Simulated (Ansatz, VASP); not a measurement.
## SnGe5 in VASP and in Ansatz

```
Ge Sn
1.0
     4.09744    0.00000    0.00000
    -2.04872    3.54849    0.00000
     0.00000    0.00000    9.97097
Ge Sn
5 1
Direct
  0.00000 0.00000 0.98634
  0.66667 0.33333 0.66600
  0.33333 0.66667 0.34710
  0.66667 0.33333 0.91057
  0.33333 0.66667 0.59055
  0.00000 0.00000 0.24943
```

Alike in both runs: task single point; functional r2SCAN; k mesh 6 × 6 × 2; occupations fermi-dirac, width 0.02 eV; no spin polarisation.

|  | VASP | Ansatz |
| --- | --- | --- |
| version | VASP 6.6.1 | Ansatz 0.2.0 |
| potentials or method | VASP PAW PBE potentials, release 64 (Ge_d, Sn_d) | plane waves, PAW |
| plane-wave cutoff (eV) | 520 | 500 |
| valence electrons in the cell | 84 | 84 |

Ansatz gave:

```
pressure (GPa)                     : 2.1
rms of the force components (eV/Å) : 0.019
```

Task: What did VASP give for the same quantities?

Result: Pressure (GPa): 2.1; rms of the force components (eV/Å): 0.020.

VASP's potentials were made for PBE, not for r2SCAN. Atom by atom the forces differ by 0.006 eV/Å (rms over components). With one functional, cell and mesh, what is left measures potentials, basis and numerics.
